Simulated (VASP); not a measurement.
## Al16Ru: single point with r2SCAN+D3(BJ)

System: Al16Ru, a slab with vacuum.

```
Al Ru
1.0
     5.72757    0.00000    0.00000
     2.86378    4.96022    0.00000
     0.00000    0.00000   18.01481
Al Ru
16 1
Cartesian
  0.0000 0.0000 1.0000
  2.8638 0.0000 1.0000
  1.4319 2.4801 1.0000
  4.2957 2.4801 1.0000
  1.4293 0.8550 3.2789
  4.2960 0.8571 3.2352
  2.8717 3.3494 3.2593
  5.7212 3.3410 3.2637
  -0.0593 1.7008 5.5222
  2.8881 1.7102 5.4974
  1.4248 4.1890 5.4678
  4.2995 4.1469 5.6074
  -0.0173 0.1241 7.8088
  2.8541 0.2702 7.7979
  1.4332 2.4315 7.6355
  4.4666 2.8198 8.4581
  1.2970 4.0216 9.2494
```

```
Program             : VASP 6.6.1
Task                : single point
Functional          : r2SCAN
Dispersion          : D3(BJ)
Potentials or basis : VASP PAW PBE potentials, release 64 (Al, Ru_pv)
Cutoff              : 520 eV
k mesh              : 3 × 3 × 1
Occupations         : gaussian, width 0.15 eV
Spin                : no spin polarisation
```

```yaml
Largest_force: 0.246 eV/Å
Band_gap_on_the_k_mesh: zero (bands 31 and 32 overlap by 0.46 eV)
Dispersion_energy_per_atom: -0.121 eV
```

Forces in eV/Å, atoms in the order of the input:
```
Al  -0.049 -0.018 -0.033
Al   0.047 -0.047 -0.070
Al  -0.013  0.108 -0.039
Al   0.012  0.034  0.052
Al  -0.002 -0.005  0.000
Al   0.001 -0.005  0.006
Al  -0.002 -0.009 -0.004
Al  -0.010 -0.007  0.013
Al  -0.016 -0.033  0.038
Al   0.005 -0.003 -0.012
Al  -0.015 -0.025  0.005
Al  -0.038 -0.016 -0.003
Al  -0.010 -0.026  0.079
Al  -0.043 -0.003 -0.065
Al   0.088  0.014 -0.038
Al   0.217  0.116  0.003
Ru  -0.170 -0.077  0.067
```

Levels at points of the mesh, in eV from the Fermi level:
```
           k point  band 28  band 29  band 30  band 31  band 32  band 33  band 34  band 35
(0.00, 0.00, 0.00)    -1.34    -1.21    -0.81    -0.69    -0.17     0.01     0.62     0.65
```

Run time: 10 min on 1 thread of Intel(R) Xeon(R) 6975P-C (Granite Rapids), on a shared host, peak memory 0.78 GiB.

Caveat: the k points lie up to 0.42 Å⁻¹ apart; there is no dipole correction, which matters where the two faces differ; the PAW data sets were made with another functional, which shifts forces and pressure a little.
